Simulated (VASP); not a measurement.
Write the native input for VASP 6.6.1 that does the following.

* Task: single point
* Functional: LDA
* Potentials or basis: VASP PAW LDA potentials, release 64 (Au)
* Cutoff: 520 eV
* k mesh: 11 × 11 × 6
* Occupations: fermi-dirac, width 0.05 eV
* Spin: no spin polarisation
* Dipole correction: no
* Further INCAR settings: ALGO = Normal; EDIFF = 1e-07; NBANDS = 18

The structure of Au lies in POSCAR:

```
Au
1.0
    1.4389897367     -2.6060620855      0.0000000000
    1.4389897367      2.6060620855      0.0000000000
    0.0000000000      0.0000000000      4.9891384766
Au
2
Direct
    0.3346720300      0.6653279700      0.2500000000
    0.6653279700      0.3346720300      0.7500000000
```

This cell differs from its parent crystal: volume scaled by 1.06.

These files were run (other wordings do the same):

INCAR

```
SYSTEM = Au
ALGO     = Normal         ! electronic algorithm
EDIFF    = 1E-7           ! SCF threshold, eV
ENCUT    = 520            ! plane-wave cutoff, eV
ISIF     = 2              ! what is computed and relaxed
ISMEAR   = -1             ! smearing method
LASPH    = .True.         ! aspherical terms in the spheres
LCHARG   = .True.         ! write CHGCAR
LELF     = .True.         ! ELF
LREAL    = .False.        ! projectors in reciprocal space
LVHAR    = .True.       
LWAVE    = .False.        ! write WAVECAR
NBANDS   = 18             ! bands
NELM     = 100            ! most SCF steps
PREC     = Accurate       ! precision mode
SIGMA    = 0.05           ! smearing width, eV
```

KPOINTS

```
k-points
0
Gamma
  11 11 6
  0 0 0
```

Potentials or basis: VASP PAW LDA potentials, release 64 (Au).

Run with:

```sh
$ cat potpaw_LDA.64/Au/POTCAR > POTCAR
$ mpirun -np 1 vasp_std > vasp.out
```

Results of the run:

The pressure is -15.8 GPa and the largest force is 0.006 eV/Å. The band gap on the k mesh is zero (band 11 reaches 11.23 eV, above the bottom of band 12 at 5.35 eV).

Caveat: spin-orbit coupling is left out, which moves the levels of the heavy elements.

Wall time 61 s on 1 thread of Intel(R) Xeon(R) Platinum 8175M CPU @ 2.50GHz (Skylake/Cascade Lake), on a shared host, peak memory 0.2 GiB.
